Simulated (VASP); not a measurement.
Br, 4 atoms in the cell. It takes space group Cmce (No. 64, orthorhombic). The conventional cell has a = 6.771 Å, b = 4.676 Å, c = 8.760 Å, α = 90.00°, β = 90.00°, γ = 90.00°. Within 3.0 Å of Br (site symmetry m) lie 1 Br at 2.30 Å.  This cell differs from its parent crystal: volume scaled by 1.02.

* Program: VASP 6.6.1
* Task: single point
* Functional: PBEsol
* Potentials or basis: VASP PAW PBE potentials, release 64 (Br)
* Cutoff: 520 eV
* k mesh: 7 × 7 × 3
* Occupations: fermi-dirac, width 0.05 eV
* Spin: no spin polarisation
* Dipole correction: no
* Further INCAR settings: ALGO = Normal; EDIFF = 1e-06; NBANDS = 22

Potentials or basis: VASP PAW PBE potentials, release 64 (Br).

Run with:

```console
$ cat potpaw_PBE.64/Br/POTCAR > POTCAR
$ mpirun -np 1 vasp_std > vasp.out
```

Hardware: 1 thread of Intel(R) Xeon(R) 6975P-C (Granite Rapids) (shared host).

**Question.** Estimate the wall time of this run.

**Answer.** It took 32 s on 1 thread of Intel(R) Xeon(R) 6975P-C (Granite Rapids), on a shared host, peak memory 0.26 GiB. Counts: scf iterations 12, k points 32.
